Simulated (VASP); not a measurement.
Input of a VASP 6.6.1 run:

The input INCAR:

```
ALGO = Normal
EDIFF = 1E-6
ENCUT = 820
GGA = PE
GGA_COMPAT = F
ISIF = 2
ISMEAR = 0
LASPH = T
LCHARG = T
LELF = T
LREAL = F
LVHAR = T
LWAVE = F
NBANDS = 26
NELM = 120
PREC = Accurate
SIGMA = 0.1
```

KPOINTS

```
k-points
0
Gamma
  24 24 12
```

Contents of POSCAR:

```
Cu
1.0
    2.4652899579      0.0000000000      0.0000000000
   -1.2326449789      2.1350037312      0.0000000000
    0.0000000000      0.0000000000      4.3146997742
Cu
2
Direct
    0.3333333333      0.6666666667      0.2500000000
    0.6666666667      0.3333333333      0.7500000000
```

Potentials or basis: VASP PAW PBE potentials, release 64 (Cu_sv_GW).

Run with:

```console
$ cat potpaw_PBE.64/Cu_sv_GW/POTCAR > POTCAR
$ mpirun -np 1 vasp_std > vasp.out
```

**Question.** What does it give for the band gap on the k mesh?

**Answer.** Zero (bands 19 and 20 overlap by 6.46 eV).

**Question.** Estimate the pressure.

**Answer.** 7.4 GPa.

Stress tensor (GPa, compression positive):
```
12.11  0.00  0.00
 0.00 12.11  0.00
 0.00  0.00 -1.90
```

Caveat: the cell differs from its parent crystal (biaxial strain in the a-b plane: -4.0 %, then relaxed in part); the stress differs along the axes, from -2 to 12 GPa.
